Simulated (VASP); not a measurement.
# Ta2SiC (P4/mmm) in VASP: single point with PBE

Aim: the single point of Ta2SiC with PBE.

Everything below comes from runs of VASP 6.6.1. Logs are shortened: lines on timing, memory, paths and dates and some standing lists are left out, and cuts for length are marked.

## Step 1: The cell of the first run

The structure is tetragonal, space group P4/mmm (No. 123). The conventional cell has a = 2.720 Å, b = 2.720 Å, c = 9.480 Å, α = 90.00°, β = 90.00°, γ = 90.00°. Within 2.8 Å of Ta (site symmetry 4mm) lie 1 C at 2.05 Å and 1 Si at 2.70 Å and 4 Ta at 2.72 Å. Si (site symmetry 4/mmm) has 2 Ta at 2.70 Å and 4 Si at 2.72 Å within 3.6 Å. C (site symmetry 4/mmm) has 2 Ta at 2.05 Å and 4 C at 2.72 Å within 2.8 Å.

The cell was generated, and may not be a known phase.

## Step 2: Single point, PBE

INCAR

```
PREC = Accurate
ENCUT = 700
EDIFF = 1E-6
ISMEAR = 0
SIGMA = 0.1
LREAL = False
LASPH = True
NELM = 120
ALGO = Normal
ISIF = 2
LWAVE = False
LCHARG = False
GGA = PE
NBANDS = 25
GGA_COMPAT = False
```

KPOINTS

```
regular mesh
0
Gamma
  6 6 2
```

POSCAR

```
Ta2SiC
1.0
    2.7204731774      0.0000000000      0.0000000000
    0.0000000000      2.7204731774      0.0000000000
    0.0000000000      0.0000000000      9.4801768444
Ta Si C
2 1 1
Direct
    0.0000000000      0.0000000000      0.7842788566
    0.0000000000      0.0000000000      0.2157211434
    0.0000000000      0.0000000000      0.5000000000
    0.0000000000      0.0000000000      0.0000000000
```

Potentials or basis: VASP PAW PBE potentials, release 64 (Ta_sv_GW, Si, C).

Started as:

```sh
$ cat potpaw_PBE.64/Ta_sv_GW/POTCAR potpaw_PBE.64/Si/POTCAR potpaw_PBE.64/C/POTCAR > POTCAR
$ mpirun -np 1 vasp_std > vasp.out
```

OUTCAR:

```text
PREC = Accurate
   ENCUT = 700
   EDIFF = 1E-6
   ISMEAR = 0
   LREAL = False
   LASPH = True
   NELM = 120
   ISIF = 2
   GGA = PE

 ion  position               nearest neighbor table
   1  0.000  0.000  0.784-   4 2.05   3 2.70
   2  0.000  0.000  0.216-   4 2.05   3 2.70
   3  0.000  0.000  0.500-   1 2.70   2 2.70
   4  0.000  0.000  0.000-   1 2.05   2 2.05

  LATTYP: Found a simple tetragonal cell.
 ALAT       =     2.7204731774
 C/A-ratio  =     3.4847529184

  Lattice vectors:

 A1 = (   2.7204731774,   0.0000000000,   0.0000000000)
 A2 = (   0.0000000000,   2.7204731774,   0.0000000000)
 A3 = (   0.0000000000,   0.0000000000,   9.4801768444)

Analysis of symmetry for initial positions (statically):
=====================================================================
 Subroutine PRICEL returns:
 Original cell was already a primitive cell.

 Routine SETGRP: Setting up the symmetry group for a
 simple tetragonal supercell.

 Subroutine GETGRP returns: Found 16 space group operations
 (whereof 16 operations were pure point group operations)
 out of a pool of 16 trial point group operations.

The static configuration has the point symmetry D_4h.

Analysis of symmetry for dynamics (positions and initial velocities):
=====================================================================
 Subroutine PRICEL returns:
 Original cell was already a primitive cell.

 Routine SETGRP: Setting up the symmetry group for a
 simple tetragonal supercell.

 Subroutine GETGRP returns: Found 16 space group operations
 (whereof 16 operations were pure point group operations)
 out of a pool of 16 trial point group operations.

The dynamic configuration has the point symmetry D_4h.

 Subroutine INISYM returns: Found 16 space group operations
 (whereof 16 operations are pure point group operations),
 and found     1 'primitive' translations

----------------------------------------------------------------------------------------

                                     Primitive cell

  volume of cell :      70.1625

  direct lattice vectors                    reciprocal lattice vectors
     2.720473177  0.000000000  0.000000000     0.367583113  0.000000000  0.000000000
     0.000000000  2.720473177  0.000000000     0.000000000  0.367583113  0.000000000
     0.000000000  0.000000000  9.480176844     0.000000000  0.000000000  0.105483264

  length of vectors
     2.720473177  2.720473177  9.480176844     0.367583113  0.367583113  0.105483264

  position of ions in fractional coordinates (direct lattice)
     0.000000000  0.000000000  0.784278857
     0.000000000  0.000000000  0.215721143
     0.000000000  0.000000000  0.500000000
     0.000000000  0.000000000  0.000000000

  ion indices of the primitive-cell ions
   primitive index   ion index
                 1           1
                 2           2
                 3           3
                 4           4

----------------------------------------------------------------------------------------

 KPOINTS: regular mesh

Automatic generation of k-mesh.
 Grid dimensions read from file:
 generate k-points for:    6    6    2

 Generating k-lattice:

  Cartesian coordinates                     Fractional coordinates (reciprocal lattice)
     0.061263852  0.000000000  0.000000000     0.166666667  0.000000000  0.000000000
     0.000000000  0.061263852  0.000000000     0.000000000  0.166666667  0.000000000
     0.000000000  0.000000000  0.052741632     0.000000000  0.000000000  0.500000000

  Length of vectors
     0.061263852  0.061263852  0.052741632

  Shift w.r.t. Gamma in fractional coordinates (k-lattice)
     0.000000000  0.000000000  0.000000000

 Subroutine IBZKPT returns following result:
 ===========================================

 Found     20 irreducible k-points:

 Following reciprocal coordinates:
            Coordinates               Weight
  0.000000  0.000000  0.000000      1.000000
  0.166667  0.000000  0.000000      4.000000
  0.333333  0.000000  0.000000      4.000000
  0.500000  0.000000  0.000000      2.000000
  0.166667  0.166667  0.000000      4.000000
  0.333333  0.166667  0.000000      8.000000
[... 12 lines left out ...]
  0.500000  0.333333  0.500000      4.000000
  0.500000  0.500000  0.500000      1.000000
   k-points           NKPTS =     20   k-points in BZ     NKDIM =     20   number of bands    NBANDS=     25
   number of dos      NEDOS =    301   number of ions     NIONS =      4
   total plane-waves  NPLWV =  48384
   dimension x,y,z NGX =    24 NGY =   24 NGZ =   84
   dimension x,y,z NGXF=    48 NGYF=   48 NGZF=  168
   ions per type =               2   1   1
   NGX,Y,Z   is equivalent  to a cutoff of  14.67, 14.67, 14.73 a.u.
   NGXF,Y,Z  is equivalent  to a cutoff of  29.33, 29.33, 29.46 a.u.
 SYSTEM =  unknown system
   PREC   = accura    normal or accurate (medium, high low for compatibility)
   ISTART =      0    job   : 0-new  1-cont  2-samecut
   ICHARG =      2    charge: 1-file 2-atom 10-const
   ISPIN  =      1    spin polarized calculation?
   LNONCOLLINEAR =      F non collinear calculations
   LSORBIT =      F    spin-orbit coupling
   LASPH  =      T    aspherical Exc in radial PAW
   ENCUT  =  700.0 eV  51.45 Ry    7.17 a.u.   5.87  5.87 20.45*2*pi/ulx,y,z
   NELM   =    120;   NELMIN=  2; NELMDL= -5     # of ELM steps
   EDIFF  = 0.1E-05   stopping-criterion for ELM
   LREAL  =      F    real-space projection
   EDIFFG = 0.1E-04   stopping-criterion for IOM
   NSW    =      0    number of steps for IOM
   IBRION =     -1    ionic relax: 0-MD 1-quasi-New 2-CG
   NFREE  =      0    steps in history (QN), initial steepest desc. (CG)
   ISIF   =      2    stress and relaxation
   ISYM   =      2    0-nonsym 1-usesym 2-fastsym
   POTIM  = 0.5000    time-step for ionic-motion
   TEBEG  =    0.0;   TEEND  =   0.0 temperature during run
   PSTRESS=    0.0 pullay stress
   NELECT =      34.0000    total number of electrons
   NUPDOWN=      -1.0000    fix difference up-down
   EMIN   =  10.00;   EMAX   =-10.00  energy-range for DOS
   EFERMI =   0.00;   METHOD = LEGACY
   ISMEAR =     0;   SIGMA  =   0.10  broadening in eV -4-tet -1-fermi 0-gaus
   EFERMI_NEDOS =   21; number of points for ismear=-14 and -15
   IALGO  =     38    algorithm
   IMIX   =      4    mixing-type and parameters
     AMIX     =   0.40;   BMIX     =  1.00
     AMIX_MAG =   1.60;   BMIX_MAG =  1.00
  volume/ion in A,a.u.               =      17.54       118.37
  Fermi-wavevector in a.u.,A,eV,Ry     =   1.285877  2.429955 22.496949  1.653479
  Thomas-Fermi vector in A             =   2.417985
   LORBIT       =      0    0 simple, 1 ext, 2 COOP (PROOUT), +10 PAW based schemes
   GGA     = PE    functional components
   LHFCALC =     F    Hartree Fock is set to
   AEXX    =    0.0000 exact exchange contribution
   IVDW    =     0    specifies the selected vdW correction
   LEPSILON=     F    determine dielectric tensor
   LRPA    =     F    only Hartree local field effects (RPA)
 non-spin polarized calculation
 Gauss-broadening in eV      SIGMA  =   0.10
  energy-cutoff  :      700.00
  volume of cell :       70.16
 maximum number of plane-waves:      2992
 NGX is ok and might be reduce to    24
   NGX = 11   NGY = 11   NGZ = 41

 number of electron      33.9999998 magnetization

 Free energy of the ion-electron system (eV)
  ---------------------------------------------------
  ext. energy  EPLUGINS =         0.00000000
  ---------------------------------------------------
  free energy    TOTEN  =       -38.11028833 eV

  energy without entropy =      -38.09039517  energy(sigma->0) =      -38.10034175

 E-fermi :   7.5956     XC(G=0): -11.3359

 val. band max:        7.5856179599   @ k =   0.3333   0.0000   0.5000
 cond. band min:       7.6167006439   @ k =   0.3333   0.3333   0.5000
 fundamental gap:      0.0310826840
 Fermi energy:         7.5956219409

 k-point     1 :       0.0000    0.0000    0.0000
  band No.  band energies     occupation
      1     -60.1139      2.00000
      2     -60.1139      2.00000
      3     -26.7485      2.00000
      4     -26.7335      2.00000
      5     -25.9701      2.00000
      6     -25.9701      2.00000
[... 17 lines left out ...]
     24      13.8170      0.00000
     25      13.8251      0.00000

 k-point     2 :       0.1667    0.0000    0.0000
  band No.  band energies     occupation
      1     -60.0908      2.00000
      2     -60.0908      2.00000
      3     -26.7115      2.00000
      4     -26.6975      2.00000
      5     -26.2985      2.00000
      6     -26.2972      2.00000
[... 17 lines left out ...]
     24      12.6264      0.00000
     25      12.9905      0.00000

 k-point     3 :       0.3333    0.0000    0.0000
  band No.  band energies     occupation
      1     -60.0445      2.00000
      2     -60.0445      2.00000
      3     -26.9149      2.00000
      4     -26.9131      2.00000
      5     -26.6366      2.00000
      6     -26.6246      2.00000
[... 17 lines left out ...]
     24      11.8526      0.00000
     25      11.9516      0.00000

 k-point     4 :       0.5000    0.0000    0.0000
  band No.  band energies     occupation
      1     -60.0212      2.00000
      2     -60.0212      2.00000
      3     -27.2055      2.00000
      4     -27.2035      2.00000
      5     -26.5986      2.00000
      6     -26.5877      2.00000
[... 17 lines left out ...]
     24      12.0302      0.00000
     25      12.0860      0.00000
[... 365 lines left out ...]
 k-point    18 :       0.3333    0.3333    0.5000
  band No.  band energies     occupation
      1     -59.9763      2.00000
      2     -59.9763      2.00000
      3     -26.8108      2.00000
      4     -26.8092      2.00000
      5     -26.7861      2.00000
      6     -26.7846      2.00000
[... 17 lines left out ...]
     24      11.2280      0.00000
     25      11.7047      0.00000

 k-point    19 :       0.5000    0.3333    0.5000
  band No.  band energies     occupation
      1     -59.9535      2.00000
      2     -59.9534      2.00000
      3     -27.0800      2.00000
      4     -27.0783      2.00000
      5     -26.7589      2.00000
      6     -26.7574      2.00000
[... 17 lines left out ...]
     24      12.1340      0.00000
     25      12.7783      0.00000

 k-point    20 :       0.5000    0.5000    0.5000
  band No.  band energies     occupation
      1     -59.9308      2.00000
      2     -59.9307      2.00000
      3     -27.0374      2.00000
      4     -27.0374      2.00000
      5     -27.0357      2.00000
      6     -27.0357      2.00000
[... 17 lines left out ...]
     24      14.9598      0.00000
     25      15.5111      0.00000

------------------------ aborting loop because EDIFF is reached ----------------------------------------

  FORCE on cell =-STRESS in cart. coord.  units (eV):
  Direction    XX          YY          ZZ          XY          YZ          ZX
  --------------------------------------------------------------------------------------
  -------------------------------------------------------------------------------------
  Total       -0.1015851     -0.1015851     -0.0167943      0.0000000      0.0000000      0.0000000
  in kB       -2.3197185     -2.3197185     -0.3835015      0.0000000      0.0000000      0.0000000
  external PRESSURE =      -1.6743128 kB  Pullay stress =       0.0000000 kB

 VOLUME and BASIS-vectors are now :
 -----------------------------------------------------------------------------
  energy-cutoff  :      700.00
  volume of cell :       70.16
      direct lattice vectors                 reciprocal lattice vectors
     2.720473177  0.000000000  0.000000000     0.367583113  0.000000000  0.000000000
     0.000000000  2.720473177  0.000000000     0.000000000  0.367583113  0.000000000
     0.000000000  0.000000000  9.480176844     0.000000000  0.000000000  0.105483264

 POSITION                                       TOTAL-FORCE (eV/Angst)
 -----------------------------------------------------------------------------------
      0.00000      0.00000      7.43510         0.000000     -0.000000     -0.000551
      0.00000      0.00000      2.04507        -0.000000      0.000000      0.000551
      0.00000      0.00000      4.74009         0.000000     -0.000000      0.000000
      0.00000      0.00000      0.00000         0.000000     -0.000000      0.000000
 -----------------------------------------------------------------------------------
    total drift:                                0.000000     -0.000000      0.000000

  FREE ENERGIE OF THE ION-ELECTRON SYSTEM (eV)
  ---------------------------------------------------
  free  energy   TOTEN  =       -38.1102883259 eV

  energy  without entropy=      -38.0903951685  energy(sigma->0) =      -38.10034175
```

It took 2.7 min on 1 thread of AMD EPYC 7R43 (Zen 3), shared host; peak memory 0.2 GiB.

Results:

- Free energy: -38.1103 eV
- Pressure: -0.2 GPa
- Band gap on the k mesh: zero (bands 17 and 18 overlap by 2.00 eV)

Levels at points of the mesh, in eV from the Fermi level:
```csv
k point,band 14,band 15,band 16,band 17,band 18,band 19,band 20,band 21
"(0.00, 0.00, 0.00)",-2.49,-2.49,-2.45,1.17,1.17,2.02,3.77,3.77
"(0.50, 0.00, 0.00)",-2.26,-2.22,-2.18,-0.02,1.23,1.50,1.89,2.55
"(0.50, 0.50, 0.00)",-2.90,-2.68,-1.74,-1.74,-0.60,-0.60,2.27,2.91
"(0.00, 0.00, 0.50)",-3.40,-2.48,-2.45,1.19,1.19,3.02,3.59,3.59
"(0.50, 0.00, 0.50)",-2.56,-2.18,-1.30,-0.90,-0.81,1.89,2.55,2.57
"(0.50, 0.50, 0.50)",-3.18,-2.38,-2.38,-1.09,0.74,0.74,0.90,1.47
```

Caveat: the k points lie up to 0.38 Å⁻¹ apart, too coarse for converged energies and pressures of a metal; spin-orbit coupling is left out, which moves the levels of the heavy elements.

The gap in the log of VASP goes by the Fermi energy; the results here count the filled bands.